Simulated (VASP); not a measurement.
# Sc in VASP: notebook

Sc is run at these levels: LDA; tasks: single point.

All numbers are computed with VASP 6.6.1; they aren't measurements. Logs are shortened: lines on timing, memory, paths and dates and some standing lists are left out, and cuts for length are marked.

## 1. The cell of the first run

The structure is trigonal, space group R-3m (No. 166). The conventional cell has a = 3.274 Å, b = 3.274 Å, c = 8.141 Å, α = 90.00°, β = 90.00°, γ = 120.00°. Sc (site symmetry -3m) has 12 Sc at 3.27 to 3.31 Å within 4.3 Å.

## 2. Single point, LDA (equal xy, yz and zx shear strains of +1 %)

Contents of INCAR:

```
SYSTEM = Sc
ALGO = Normal ; EDIFF = 1E-6
ENCUT = 520 ; GGA = CA
ISIF = 2 ; ISMEAR = -1
LASPH = .True. ; LCHARG = .False.
LREAL = .False. ; LWAVE = .False.
NBANDS = 12 ; NELM = 100
PREC = Accurate ; SIGMA = 0.08
```

Contents of KPOINTS:

```
k-points
0
Gamma
  13 13 13
  0 0 0
```

Contents of POSCAR:

```
Sc
1.0
    0.0232684620      2.3384804357      2.3384804357
    2.3384804357      0.0232684620      2.3384804357
    2.3384804357      2.3384804357      0.0232684620
Sc
1
Direct
    0.0000000000      0.0000000000      0.0000000000
```

Potentials or basis: VASP PAW LDA potentials, release 64 (Sc_sv).

Launch:

```sh
$ cat potpaw_LDA.64/Sc_sv/POTCAR > POTCAR
$ mpirun -np 1 vasp_std > vasp.out
```

OUTCAR:

```text
SYSTEM = Sc
   EDIFF = 1E-6
   ENCUT = 520
   GGA = CA
   ISIF = 2
   ISMEAR = -1
   LASPH = .True.
   LREAL = .False.
   NELM = 100
   PREC = Accurate

 ion  position               nearest neighbor table
   1  0.000  0.000  0.000-

  LATTYP: Found a trigonal (rhomboedric) cell.
 ALAT       =     3.3071926036
 COS(alpha) =     0.5099250055

  Lattice vectors:

 A1 = (   0.0232684620,   2.3384804357,   2.3384804357)
 A2 = (   2.3384804357,   0.0232684620,   2.3384804357)
 A3 = (   2.3384804357,   2.3384804357,   0.0232684620)

Analysis of symmetry for initial positions (statically):
=====================================================================
 Subroutine PRICEL returns:
 Original cell was already a primitive cell.

 Routine SETGRP: Setting up the symmetry group for a
 trigonal (rhombohedral) supercell.

 Subroutine GETGRP returns: Found 12 space group operations
 (whereof 12 operations were pure point group operations)
 out of a pool of 12 trial point group operations.

The static configuration has the point symmetry D_3d.

Analysis of symmetry for dynamics (positions and initial velocities):
=====================================================================
 Subroutine PRICEL returns:
 Original cell was already a primitive cell.

 Routine SETGRP: Setting up the symmetry group for a
 trigonal (rhombohedral) supercell.

 Subroutine GETGRP returns: Found 12 space group operations
 (whereof 12 operations were pure point group operations)
 out of a pool of 12 trial point group operations.

The dynamic configuration has the point symmetry D_3d.

 Subroutine INISYM returns: Found 12 space group operations
 (whereof 12 operations are pure point group operations),
 and found     1 'primitive' translations

----------------------------------------------------------------------------------------

                                     Primitive cell

  volume of cell :      25.1942

  direct lattice vectors                    reciprocal lattice vectors
     0.023268462  2.338480436  2.338480436    -0.217032070  0.214893823  0.214893823
     2.338480436  0.023268462  2.338480436     0.214893823 -0.217032070  0.214893823
     2.338480436  2.338480436  0.023268462     0.214893823  0.214893823 -0.217032070

  length of vectors
     3.307192604  3.307192604  3.307192604     0.373445618  0.373445618  0.373445618

  position of ions in fractional coordinates (direct lattice)
     0.000000000  0.000000000  0.000000000

[... 75 lines left out ...]
   EDIFF  = 0.1E-05   stopping-criterion for ELM
   LREAL  =      F    real-space projection
   EDIFFG = 0.1E-04   stopping-criterion for IOM
   NSW    =      0    number of steps for IOM
   IBRION =     -1    ionic relax: 0-MD 1-quasi-New 2-CG
   NFREE  =      0    steps in history (QN), initial steepest desc. (CG)
   ISIF   =      2    stress and relaxation
   ISYM   =      2    0-nonsym 1-usesym 2-fastsym
   POTIM  = 0.5000    time-step for ionic-motion
   TEBEG  =    0.0;   TEEND  =   0.0 temperature during run
   PSTRESS=    0.0 pullay stress
   NELECT =      11.0000    total number of electrons
   NUPDOWN=      -1.0000    fix difference up-down
   EMIN   =  10.00;   EMAX   =-10.00  energy-range for DOS
   EFERMI =   0.00;   METHOD = LEGACY
   ISMEAR =    -1;   SIGMA  =   0.08  broadening in eV -4-tet -1-fermi 0-gaus
   EFERMI_NEDOS =   21; number of points for ismear=-14 and -15
   IALGO  =     38    algorithm
   IMIX   =      4    mixing-type and parameters
     AMIX     =   0.40;   BMIX     =  1.00
     AMIX_MAG =   1.60;   BMIX_MAG =  1.00
  volume/ion in A,a.u.               =      25.19       170.02
  Fermi-wavevector in a.u.,A,eV,Ry     =   1.241954  2.346953 20.986305  1.542450
  Thomas-Fermi vector in A             =   2.376330
   LORBIT       =      0    0 simple, 1 ext, 2 COOP (PROOUT), +10 PAW based schemes
   GGA     = CA    functional components
   LHFCALC =     F    Hartree Fock is set to
   AEXX    =    0.0000 exact exchange contribution
   IVDW    =     0    specifies the selected vdW correction
   LEPSILON=     F    determine dielectric tensor
   LRPA    =     F    only Hartree local field effects (RPA)
 non-spin polarized calculation
  energy-cutoff  :      520.00
  volume of cell :       25.19
 maximum number of plane-waves:       690
 NGX is ok and might be reduce to    28
   NGX = 13   NGY = 13   NGZ = 13

 number of electron      11.0000000 magnetization

 Free energy of the ion-electron system (eV)
  ---------------------------------------------------
  ext. energy  EPLUGINS =         0.00000000
  ---------------------------------------------------
  free energy    TOTEN  =        -6.65111138 eV

  energy without entropy =       -6.60938347  energy(sigma->0) =       -6.63024743

 E-fermi :   3.3945     XC(G=0): -10.0503

 val. band max:        3.3944416827   @ k =   0.3846   0.2308   0.0000
 cond. band min:       3.3971079716   @ k =  -0.3077   0.1538   0.1538
 fundamental gap:      0.0026662888
 Fermi energy:         3.3945367725

 k-point     1 :       0.0000    0.0000    0.0000
  band No.  band energies     occupation
      1     -45.4924      2.00000
      2     -24.2607      2.00000
      3     -24.2530      2.00000
      4     -24.2530      2.00000
      5      -1.7055      2.00000
      6       4.8052      0.00000
      7       4.9257      0.00000
      8       4.9257      0.00000
      9       6.2178      0.00000
     10       6.2178      0.00000
     11      15.8771      0.00000
     12      18.8548      0.00000
[... 331 lines left out ...]
 k-point    24 :       0.4615    0.1538   -0.0000
  band No.  band energies     occupation
      1     -45.4328      2.00000
      2     -24.5878      2.00000
      3     -24.3486      2.00000
      4     -24.3282      2.00000
      5       1.7282      2.00000
      6       3.4148      0.87379
      7       4.4861      0.00000
      8       5.1760      0.00000
      9       7.1108      0.00000
     10       7.2419      0.00000
     11      10.5608      0.00000
     12      15.2599      0.00000

 [... further k-points ...]
[... 5 lines left out ...]
  --------------------------------------------------------------------------------------
  -------------------------------------------------------------------------------------
  Total       -0.8722289     -0.8722289     -0.8722289     -0.0451522     -0.0451522     -0.0451522
  in kB      -55.4677426    -55.4677426    -55.4677426     -2.8713700     -2.8713700     -2.8713700
  external PRESSURE =     -55.4677426 kB  Pullay stress =       0.0000000 kB

 VOLUME and BASIS-vectors are now :
 -----------------------------------------------------------------------------
  energy-cutoff  :      520.00
  volume of cell :       25.19
      direct lattice vectors                 reciprocal lattice vectors
     0.023268462  2.338480436  2.338480436    -0.217032070  0.214893823  0.214893823
     2.338480436  0.023268462  2.338480436     0.214893823 -0.217032070  0.214893823
     2.338480436  2.338480436  0.023268462     0.214893823  0.214893823 -0.217032070

 POSITION                                       TOTAL-FORCE (eV/Angst)
 -----------------------------------------------------------------------------------
      0.00000      0.00000      0.00000         0.000000     -0.000000     -0.000000
 -----------------------------------------------------------------------------------
    total drift:                               -0.000000      0.000000     -0.000000

  FREE ENERGIE OF THE ION-ELECTRON SYSTEM (eV)
  ---------------------------------------------------
  free  energy   TOTEN  =        -6.6511113843 eV

  energy  without entropy=       -6.6093834690  energy(sigma->0) =       -6.63024743
```

OSZICAR:

```text
N       E                     dE             d eps       ncg     rms          rms(c)
DAV:   1     0.750819788911E+02    0.75082E+02   -0.50470E+03  5560   0.909E+02
DAV:   2    -0.576030691825E+01   -0.80842E+02   -0.79149E+02  5588   0.292E+02
DAV:   3    -0.736364485123E+01   -0.16033E+01   -0.15658E+01  7900   0.555E+01
DAV:   4    -0.738604337152E+01   -0.22399E-01   -0.22382E-01  7584   0.479E+00
DAV:   5    -0.738626581598E+01   -0.22244E-03   -0.22244E-03  7240   0.379E-01    0.522E+00
DAV:   6    -0.673748578667E+01    0.64878E+00   -0.97976E-01  8472   0.145E+01    0.146E+00
DAV:   7    -0.665780184419E+01    0.79684E-01   -0.15990E-01  8884   0.550E+00    0.550E-01
DAV:   8    -0.665181046530E+01    0.59914E-02   -0.16661E-02  6224   0.198E+00    0.176E-01
DAV:   9    -0.665112507238E+01    0.68539E-03   -0.25132E-03  8556   0.753E-01    0.319E-02
DAV:  10    -0.665111311404E+01    0.11958E-04   -0.11878E-04  8676   0.148E-01    0.831E-03
DAV:  11    -0.665111138078E+01    0.17333E-05   -0.46431E-06  8660   0.320E-02    0.826E-04
DAV:  12    -0.665111138434E+01   -0.35643E-08   -0.23059E-08  3176   0.202E-03
   1 F= -.66511114E+01 E0= -.66302474E+01  d E =-.417279E-01
```

stdout:

```text
POSCAR found type information on POSCAR Sc
 POSCAR found :  1 types and       1 ions
 scaLAPACK will be used
 LDA part: xc-table for (Slater(with rela. corr.)+CA(PZ))
 , standard interpolation
 POSCAR, INCAR and KPOINTS ok, starting setup
 FFT: planning ... GRIDC
 FFT: planning ... GRID_SOFT
 FFT: planning ... GRID
 WAVECAR not read
 entering main loop
```

Wall time 55 s (1 thread of AMD EPYC 7R13 (Zen 3), shared host); peak memory 0.16 GiB.

Results:

- Free energy: -6.6511 eV
- Pressure: -5.5 GPa

Stress tensor (GPa, compression positive):
```
-5.55 -0.29 -0.29
-0.29 -5.55 -0.29
-0.29 -0.29 -5.55
```

Caveat: the cell differs from its parent crystal (equal xy, yz and zx shear strains of +1 %).

## 3. Single point, LDA (equal xy, yz and zx shear strains of -1.5 %)

Contents of INCAR:

```
SYSTEM = Sc
PREC = Accurate ; ENCUT = 520
EDIFF = 1E-6 ; ISMEAR = -1
SIGMA = 0.08 ; LREAL = .False.
LASPH = .True. ; NELM = 80
ALGO = Normal ; ISIF = 2
LWAVE = .False. ; LCHARG = .True.
GGA = CA ; LELF = .True.
LVHAR = .True. ; NBANDS = 12
```

Contents of KPOINTS:

```
Automatic mesh
0
Gamma
  13 13 13
  0 0 0
```

Contents of POSCAR:

```
Sc
1.0
   -0.0349026931      2.3093948582      2.3093948582
    2.3093948582     -0.0349026931      2.3093948582
    2.3093948582      2.3093948582     -0.0349026931
Sc
1
Direct
    0.0000000000      0.0000000000      0.0000000000
```

Potentials or basis: VASP PAW LDA potentials, release 64 (Sc_sv).

Launch:

```sh
$ cat potpaw_LDA.64/Sc_sv/POTCAR > POTCAR
$ mpirun -np 1 vasp_std > vasp.out
```

Run time: 37 s. Hardware: 1 thread of AMD EPYC 7R13 (Zen 3), shared host; peak memory 0.15 GiB.

It converged, with:

```
Free energy : -6.6503 eV
Pressure    : -5.5 GPa
```

Stress tensor (GPa, compression positive):
```
-5.53  0.44  0.44
 0.44 -5.53  0.44
 0.44  0.44 -5.53
```

Levels at points of the mesh, in eV from the Fermi level:
```
           k point  band 3  band 4  band 5  band 6  band 7  band 8
(0.00, 0.00, 0.00)  -27.65  -27.64   -5.10    1.43    1.43    1.62
```

Caveat: the cell differs from its parent crystal (equal xy, yz and zx shear strains of -1.5 %).

## 4. Single point, LDA (volume scaled by 0.9405)

Contents of INCAR:

```
SYSTEM = Sc
ALGO     = Normal         ! electronic algorithm
EDIFF    = 1E-7           ! SCF threshold, eV
ENCUT    = 520            ! plane-wave cutoff, eV
GGA      = CA             ! functional
ISIF     = 2              ! what is computed and relaxed
ISMEAR   = -1             ! smearing method
LASPH    = .TRUE.         ! aspherical terms in the spheres
LCHARG   = .FALSE.        ! write CHGCAR
LREAL    = .FALSE.        ! projectors in reciprocal space
LWAVE    = .FALSE.        ! write WAVECAR
NBANDS   = 12             ! bands
NELM     = 80             ! most SCF steps
PREC     = Accurate       ! precision mode
SIGMA    = 0.08           ! smearing width, eV
```

Contents of KPOINTS:

```
k-points
0
G
  13 13 13
  0 0 0
```

Contents of POSCAR:

```
Sc
1.0
    0.0000000000      2.2797502870      2.2797502870
    2.2797502870      0.0000000000      2.2797502870
    2.2797502870      2.2797502870      0.0000000000
Sc
1
Direct
    0.0000000000      0.0000000000      0.0000000000
```

Launch:

```sh
$ cat potpaw_LDA.64/Sc_sv/POTCAR > POTCAR
$ mpirun -np 1 vasp_std > vasp.out
```

It used 28 s of CPU time on 1 thread of AMD EPYC 7R13 Processor (Zen 3), with other jobs on the host.

Results (log left out):

| Property | Result |
| --- | --- |
| Free energy | -6.6912 eV |
| Pressure | -2.9 GPa |

Levels at points of the mesh, in eV from the Fermi level:
| k point | band 1 | band 2 | band 3 | band 4 | band 5 | band 6 | band 7 | band 8 | band 9 | band 10 |
| --- | --- | --- | --- | --- | --- | --- | --- | --- | --- | --- |
| (0.00, 0.00, 0.00) | -48.73 | -27.45 | -27.45 | -27.45 | -5.22 | 1.58 | 1.58 | 1.58 | 3.02 | 3.02 |

## 5. Overview

```tsv
cell	gap on the mesh (eV)	pressure (GPa)
a = 3.307 Å, angles 59.3°, 1 atom	none	-5.5
a = 3.266 Å, angles 61.0°, 1 atom	none	-5.5
a = 3.224 Å, angles 60.0°, 1 atom	none	-2.9
```

Alike in all rows: task single point; level LDA; potentials or basis VASP PAW LDA potentials, release 64 (Sc_sv); no spin polarisation; k mesh 13 × 13 × 13; cutoff (eV) 520; smearing fermi-dirac 0.08 eV.

Total energies depend on the potentials used, so only differences within one code and one set of settings carry meaning.
